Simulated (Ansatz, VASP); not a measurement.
One calculation of Hf2Si, two programs

File INCAR:

```
ALGO = Fast ; EDIFF = 1E-7
ENCUT = 520 ; GGA = PS
ISIF = 2 ; ISMEAR = 0
LASPH = T ; LCHARG = F
LREAL = F ; LWAVE = F
NBANDS = 33 ; NELM = 100
PREC = Accurate ; SIGMA = 0.1
```

File KPOINTS:

```
k-points
0
Gamma
  14 14 14
```

File POSCAR:

```
Hf2Si
1.0
   -3.2753522240      3.2753522240      2.5828233930
    3.2753522240     -3.2753522240      2.5828233930
    3.2753522240      3.2753522240     -2.5828233930
Hf Si
4 2
Direct
    0.8435136200      0.6564863800      0.5000000000
    0.3435136200      0.8435136200      0.1870272400
    0.1564863800      0.3435136200      0.5000000000
    0.6564863800      0.1564863800      0.8129727600
    0.7500000000      0.7500000000      0.0000000000
    0.2500000000      0.2500000000      0.0000000000
```

Input for Ansatz:

```yaml
crystal:
  lattice:
    - [-3.275352224, 3.275352224, 2.582823393]
    - [3.275352224, -3.275352224, 2.582823393]
    - [3.275352224, 3.275352224, -2.582823393]
  atoms:
    - { symbol: Hf, position: [0.84351362, 0.65648638, 0.5] }
    - { symbol: Hf, position: [0.34351362, 0.84351362, 0.18702724] }
    - { symbol: Hf, position: [0.15648638, 0.34351362, 0.5] }
    - { symbol: Hf, position: [0.65648638, 0.15648638, 0.81297276] }
    - { symbol: Si, position: [0.75, 0.75, 0.0] }
    - { symbol: Si, position: [0.25, 0.25, 0.0] }
basis:
  ecutwfc: 420
kpoints:
  mp_grid: { grid: [14, 14, 14] }
hamiltonian:
  xc: pbesol
scf:
  occupations: { method: gaussian, width: 0.1 }
output:
  forces: true
  stress: true
  eigenvalues: true
  write_density: true
  write_potential: true
  elf: true
  volumetric_format: npy
```

Alike in both runs: task single point; functional PBEsol; k mesh 14 × 14 × 14; occupations gaussian, width 0.1 eV; no spin polarisation.

|  | VASP | Ansatz |
| --- | --- | --- |
| version | VASP 6.6.1 | Ansatz 0.2.0 |
| potentials or method | VASP PAW PBE potentials, release 64 (Hf_pv, Si), cutoff 520 eV | scalar-relativistic, plane waves, PAW |
| valence electrons in the cell | 48 | 112 |

|  | VASP | Ansatz | Ansatz less VASP |
| --- | --- | --- | --- |
| gap on the k mesh at the Fermi level (eV) | none | none | - |
| pressure (GPa) | -2.6 | -2.4 | +0.19 |
| traceless stress, the component that is largest in VASP (GPa) | 0.21 | 0.22 | +0.018 |
| rms of the force components (eV/Å) | 0.021 | 0.025 | +0.0043 |

VASP's potentials were made for PBE, not for PBEsol. Atom by atom the forces differ by 0.004 eV/Å (rms over components). A gap of «none» marks a metal or a gap that the smearing closes. VASP's potentials hold 48 valence electrons a cell and Ansatz's 112, so a difference there can come from the potentials and not from the codes.

Spin-orbit coupling is off throughout.
